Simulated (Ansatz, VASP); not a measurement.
# Two plane-wave programs on AlNi

The input INCAR:

```
SYSTEM = AlNi
ALGO     = Normal         ! electronic algorithm
EDIFF    = 1E-6           ! SCF threshold, eV
ENCUT    = 600            ! plane-wave cutoff, eV
GGA      = PS             ! functional
GGA_COMPAT= .False.      
ISIF     = 2              ! what is computed and relaxed
ISMEAR   = 0              ! smearing method
LASPH    = .True.         ! aspherical terms in the spheres
LCHARG   = .False.        ! write CHGCAR
LREAL    = .False.        ! projectors in reciprocal space
LWAVE    = .False.        ! write WAVECAR
NBANDS   = 21             ! bands
NELM     = 120            ! most SCF steps
PREC     = Accurate       ! precision mode
SIGMA    = 0.15           ! smearing width, eV
```

The input KPOINTS:

```
k-points
0
Gamma
  18 18 18
  0 0 0
```

POSCAR

```
AlNi
1.0
   -2.8621655520      0.0000000000     -2.8621655520
    0.0000000000     -2.8621655520     -2.8621655520
   -2.8621655520     -2.8621655520      0.0000000000
Al Ni
2 2
Direct
    0.5000000000      0.5000000000      0.5000000000
    0.0000000000      0.0000000000      0.0000000000
    0.2290368520      0.2290368520      0.2709631480
    0.7709631480      0.7709631480      0.7290368520
```

Input for Ansatz:

```yaml
crystal:
  lattice:
    - [-2.862165552, 0.0, -2.862165552]
    - [0.0, -2.862165552, -2.862165552]
    - [-2.862165552, -2.862165552, 0.0]
  atoms:
    - { symbol: Al, position: [0.5, 0.5, 0.5] }
    - { symbol: Al, position: [0.0, 0.0, 0.0] }
    - { symbol: Ni, position: [0.229036852, 0.229036852, 0.270963148] }
    - { symbol: Ni, position: [0.770963148, 0.770963148, 0.729036852] }
basis:
  ecutwfc: 420
kpoints:
  mp_grid: { grid: [18, 18, 18] }
hamiltonian:
  xc: pbesol
scf:
  occupations: { method: gaussian, width: 0.15 }
output:
  forces: true
  stress: true
  eigenvalues: true
```

Change from the starting cell: mode 4 (170.3 1/cm) frozen in, largest displacement -0.120 Å.

Alike in both runs: task single point; functional PBEsol; k mesh 18 × 18 × 18; occupations gaussian, width 0.15 eV; no spin polarisation.

|  | VASP | Ansatz |
| --- | --- | --- |
| version | VASP 6.6.1 | Ansatz 0.2.0 |
| potentials or method | VASP PAW PBE potentials, release 64 (Al, Ni), cutoff 600 eV | scalar-relativistic, plane waves, PAW |
| valence electrons in the cell | 26 | 42 |

|  | VASP | Ansatz | Ansatz less VASP |
| --- | --- | --- | --- |
| gap on the k mesh at the Fermi level (eV) | none | none | - |
| pressure (GPa) | 1.7 | 1.6 | -0.10 |
| traceless stress, the component that is largest in VASP (GPa) | 1.13 | 1.16 | +0.030 |
| rms of the force components (eV/Å) | 0.347 | 0.346 | -0.0012 |

VASP's potentials were made for PBE, not for PBEsol. Atom by atom the forces differ by 0.001 eV/Å (rms over components). A gap of «none» marks a metal or a gap that the smearing closes. VASP's potentials hold 26 valence electrons a cell and Ansatz's 42, so a difference there can come from the potentials and not from the codes.
